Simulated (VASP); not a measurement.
A run of VASP 6.6.1:

POSCAR

```
Ta3N
1.0
    3.0916944585      0.0000000000      0.0000000000
   -1.5458472293      2.6774859418      0.0000000000
    0.0000000000      0.0000000000      7.6717065629
Ta N
3 1
Direct
    0.6666666667      0.3333333333      0.8260700000
    0.3333333333      0.6666666667      0.1739300000
    0.0000000000      0.0000000000      0.5000000000
    0.0000000000      0.0000000000      0.0000000000
```

The input INCAR.step1:

```
PREC = Accurate
ENCUT = 660
ISMEAR = -1
SIGMA = 0.05
LREAL = F
LASPH = T
NELM = 120
NBANDS = 30
GGA = PE
ALGO = Normal
EDIFF = 1E-5
LWAVE = T
LCHARG = F
GGA_COMPAT = F
```

INCAR.step2

```
PREC = Accurate
ENCUT = 660
EDIFF = 1E-6
ISMEAR = -1
SIGMA = 0.05
LREAL = F
LASPH = T
NELM = 120
ALGO = Normal
ISIF = 2
LWAVE = F
LCHARG = F
METAGGA = R2SCAN
LMIXTAU = T
NBANDS = 30
ISTART = 1
GGA_COMPAT = F
```

File KPOINTS:

```
regular mesh
0
Gamma
  10 10 4
```

Potentials or basis: VASP PAW PBE potentials, release 64 (Ta_sv_GW, N).

Launch:

```sh
$ cat potpaw_PBE.64/Ta_sv_GW/POTCAR potpaw_PBE.64/N/POTCAR > POTCAR
$ cp INCAR.step1 INCAR
$ mpirun -np 1 vasp_std > vasp.out
$ cp INCAR.step2 INCAR
$ mpirun -np 1 vasp_std > vasp.out
```

Hardware: 1 thread of Intel(R) Xeon(R) Platinum 8559C (Emerald Rapids), on a shared host.

Question: How long does it take, and how much memory?

Answer: It took 5.2 min on 1 thread of Intel(R) Xeon(R) Platinum 8559C (Emerald Rapids), on a shared host, peak memory 0.3 GiB. Counts: k points 50.
